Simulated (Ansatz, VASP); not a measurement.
This is a calculation of Pb for Ansatz 0.2.0.

The input input.yaml:

```yaml
crystal:
  lattice:
    - [0.0, 2.47502, 2.47502]
    - [2.47502, 0.0, 2.47502]
    - [2.47502, 2.47502, 0.0]
  atoms:
    - { symbol: Pb, position: [0.0, 0.0, 0.0] }
kpoints:
  mp_grid: { grid: [9, 9, 9] }
scf:
  occupations: { method: gaussian, width: 0.025 }
hamiltonian:
  xc: pbe
  pseudopotentials: { kind: all_electron, lapw: { basis_error: 0.001 } }
output:
  forces: true
  stress: true
  eigenvalues: true
```

Potentials or basis: all-electron LAPW, scalar-relativistic.

Run with:

```sh
$ ansatz run input.yaml --threads 1 --pin off --max-ram 3072MiB --backend cpu --events-out ev --progress --plain --runs-dir out
```

Set up the same calculation for VASP 6.6.1. Potentials there: VASP PAW PBE potentials, release 64 (Pb_d).

As run (the cutoff follows the program's own potentials):

The input INCAR:

```
ALGO = Normal
EDIFF = 1E-6
ENCUT = 520
GGA = PE
ISIF = 2
ISMEAR = 0
LASPH = True
LCHARG = False
LREAL = False
LWAVE = False
NBANDS = 13
NELM = 60
PREC = Accurate
SIGMA = 0.025
```

Contents of KPOINTS:

```
k-points
0
Gamma
  9 9 9
```

POSCAR

```
Pb
1.0
    0.0000000000      2.4750200000      2.4750200000
    2.4750200000      0.0000000000      2.4750200000
    2.4750200000      2.4750200000      0.0000000000
Pb
1
Direct
    0.0000000000      0.0000000000      0.0000000000
```

Potentials or basis: VASP PAW PBE potentials, release 64 (Pb_d).

Command:

```sh
$ cat potpaw_PBE.64/Pb_d/POTCAR > POTCAR
$ mpirun -np 1 vasp_std > vasp.out
```

Both were run:

|  | VASP | Ansatz | Ansatz less VASP |
| --- | --- | --- | --- |
| gap on the k mesh at the Fermi level (eV) | none | none | - |
| pressure (GPa) | 2.2 | 2.3 | +0.07 |

A gap of «none» marks a metal or a gap that the smearing closes. Ansatz ran all-electron here, and VASP with PAW potentials.

Neither program's run includes spin-orbit coupling.
